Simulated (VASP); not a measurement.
Wanted: the native input for a VASP 6.6.1 run.

```
Task                   : single point
Functional             : r2SCAN
Potentials or basis    : VASP PAW PBE potentials, release 64 (N_h, B_h)
Cutoff                 : 910 eV
k mesh                 : 12 × 12 × 6
Occupations            : fermi-dirac, width 0.05 eV
Spin                   : no spin polarisation
Dipole correction      : no
Second run             : hard_potentials
Further INCAR settings : ALGO = Normal; EDIFF = 1e-06; NBANDS = 16
```

BN:

```xyz
4
Lattice="2.5539 0.0000 0.0000 -1.2770 2.2118 0.0000 0.0000 0.0000 4.2269" Properties=species:S:1:pos:R:3 pbc="T T T"
N     0.0000    1.4745    0.5295
N     1.2770    0.7373    2.6430
B     0.0000    1.4745    2.1123
B     1.2770    0.7373    4.2257
```

These files were run (other wordings do the same):

POSCAR

```
BN
1.0
    2.5539396017      0.0000000000      0.0000000000
   -1.2769698009      2.2117765748      0.0000000000
    0.0000000000      0.0000000000      4.2268550000
N B
2 2
Direct
    0.3333333333      0.6666666667      0.1252760000
    0.6666666667      0.3333333333      0.6252760000
    0.3333333333      0.6666666667      0.4997240000
    0.6666666667      0.3333333333      0.9997240000
```

INCAR.step1

```
SYSTEM = BN
ALGO = Normal ; EDIFF = 1E-5
ENCUT = 910 ; GGA = PE
GGA_COMPAT = .FALSE. ; ISMEAR = -1
LASPH = .TRUE. ; LCHARG = .FALSE.
LREAL = .FALSE. ; LWAVE = .TRUE.
NBANDS = 16 ; NELM = 120
PREC = Accurate ; SIGMA = 0.05
```

INCAR.step2

```
SYSTEM = BN
ALGO = Normal ; EDIFF = 1E-6
ENCUT = 910 ; GGA_COMPAT = .FALSE.
ISIF = 2 ; ISMEAR = -1
ISTART = 1 ; LASPH = .TRUE.
LCHARG = .TRUE. ; LELF = .TRUE.
LMIXTAU = .TRUE. ; LREAL = .FALSE.
LVHAR = .TRUE. ; LWAVE = .FALSE.
METAGGA = R2SCAN ; NBANDS = 16
NELM = 120 ; PREC = Accurate
SIGMA = 0.05
```

KPOINTS

```
k-points
0
G
  12 12 6
  0 0 0
```

Potentials or basis: VASP PAW PBE potentials, release 64 (N_h, B_h).

Command:

```sh
$ cat potpaw_PBE.64/N_h/POTCAR potpaw_PBE.64/B_h/POTCAR > POTCAR
$ cp INCAR.step1 INCAR
$ mpirun -np 1 vasp_std > vasp.out
$ cp INCAR.step2 INCAR
$ mpirun -np 1 vasp_std > vasp.out
```

It gave:

```
Pressure               : -5.3 GPa
Largest force          : 0.027 eV/Å
Band gap on the k mesh : 5.74 eV, indirect (least direct gap 8.93 eV)
```

Caveat: the cutoff is under 1.25 times the usual one of these potentials, so pressure, stress and relaxed cells hold a basis-set (Pulay) error; the PAW data sets were made with another functional, which shifts forces and pressure a little.

It took 120 s on 1 thread of Intel(R) Xeon(R) Platinum 8488C (Sapphire Rapids), with other jobs on the host, peak memory 0.21 GiB.
